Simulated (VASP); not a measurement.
TmB3Au, 10 atoms in the cell. Symmetry: R-3m, No. 166, trigonal system. The conventional cell has a = 5.983 Å, b = 5.983 Å, c = 15.784 Å, α = 90.00°, β = 90.00°, γ = 120.00°. Within 2.9 Å of Tm (site symmetry 3m) lie 6 B at 2.21 Å and 1 Au at 2.87 Å. Within 2.3 Å of B (site symmetry 2) lie 2 B at 1.74 Å and 2 Tm at 2.21 Å. Within 3.3 Å of Au (site symmetry 3m) lie 6 B at 2.50 Å and 1 Tm at 2.87 Å. The cell was built from a structure type or drawn by symmetry, and may not be a known phase.

| Property | Result |
| --- | --- |
| Program | VASP 6.6.1 |
| Task | relaxation of cell and atoms |
| Functional | PBE |
| Potentials or basis | VASP PAW PBE potentials, release 64 (Tm_3, B, Au), 4f in core |
| Cutoff | 500 eV |
| k mesh | 3 × 3 × 3 |
| Occupations | gaussian, width 0.2 eV |
| Spin | no spin polarisation |
| Dipole correction | no |
| Mended | yes |
| Further INCAR settings | ALGO = Normal; EDIFF = 1e-07; IBRION = 2; EDIFFG = -0.08; NSW = 36; ISIF = 3 |

Potentials or basis: VASP PAW PBE potentials, release 64 (Tm_3, B, Au), 4f in core.

Command:

```sh
$ cat potpaw_PBE.64/Tm_3/POTCAR potpaw_PBE.64/B/POTCAR potpaw_PBE.64/Au/POTCAR > POTCAR
$ mpirun -np 1 vasp_std > vasp.out
```

Hardware: 1 thread of Intel(R) Xeon(R) 6975P-C (Granite Rapids), on a shared host.

Q: How long does it take, and how much memory?

A: It took 16 min on 1 thread of Intel(R) Xeon(R) 6975P-C (Granite Rapids), with other jobs on the host, peak memory 0.38 GiB. Counts: scf iterations 402, k points 6, ion steps 36.
